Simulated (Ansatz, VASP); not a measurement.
One calculation of Mg, two programs

```
CELL_PARAMETERS angstrom
3.14657 0.00000 0.00000
-1.57329 2.72501 0.00000
0.00000 0.00000 5.03869
ATOMIC_POSITIONS crystal
Mg 0.33333 0.66667 0.25000
Mg 0.66667 0.33333 0.75000
```

Alike in both runs: functional LDA; k mesh 15 × 15 × 8; occupations gaussian, width 0.1 eV; no spin polarisation.

Ansatz relaxed the structure, and its values are those at the end. VASP's run is a single point on that final structure, the one shown.

```csv
,VASP,Ansatz
version,VASP 6.6.1,Ansatz 0.2.0
potentials or method,"VASP PAW LDA potentials, release 64 (Mg), cutoff 520 eV","scalar-relativistic, plane waves, PAW"
valence electrons in the cell,4,20
```

Ansatz gave:

| Property | Result |
| --- | --- |
| gap on the k mesh at the Fermi level (eV) | none |
| pressure (GPa) | 0.0 |

Q: Estimate VASP's values.

A: gap on the k mesh at the Fermi level (eV): none; pressure (GPa): -0.3.

Ansatz warns that its potentials were made for another functional, while VASP's fit it. LDA's correlation is that of Perdew and Zunger in VASP and of Perdew and Wang (1992) in Ansatz. A gap of «none» marks a metal or a gap that the smearing closes. VASP's potentials hold 4 valence electrons a cell and Ansatz's 20, so a difference there can come from the potentials and not from the codes.
